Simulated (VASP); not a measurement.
Runs of VASP 6.6.1 on B2P3. The structure is that of space group Pm-3m (No. 221), or close to it. The cells are those of the table. 

| task | cell | k mesh | cutoff (eV) | gap on the mesh (eV) | pressure (GPa) | relaxed volume (Å³/atom) |
| --- | --- | --- | --- | --- | --- | --- |
| single point | a = 4.480 Å, 5 atoms | 4 × 4 × 4 | 520 | none | -16.4 | - |
| relaxation of cell and atoms | relaxed from a = 3.997 Å, 5 atoms | 10 × 10 × 10 | 600 | none | -0.1 | 12.86 |
| single point | a = 4.007 Å, 5 atoms | 10 × 10 × 10 | 520 | none | -0.1 | - |
| single point | a = 3.997 Å, 5 atoms | 4 × 4 × 4 | 520 | none | -0.2 | - |
| relaxation of cell and atoms | relaxed from a = 4.480 Å, 5 atoms | 4 × 4 × 4 | 600 | none | 0.1 | (a) |

Alike in all rows: level PBE; potentials or basis VASP PAW PBE potentials, release 64 (B, P); no spin polarisation; smearing gaussian 0.1 eV.

Fill in the values left out.

(a) 12.73.

Caveats: some runs use coarse meshes; the volume moved by over 15 % at a fixed basis, so the end points are rough (some runs).

A gap of «none» marks levels without a gap at the run's occupations.
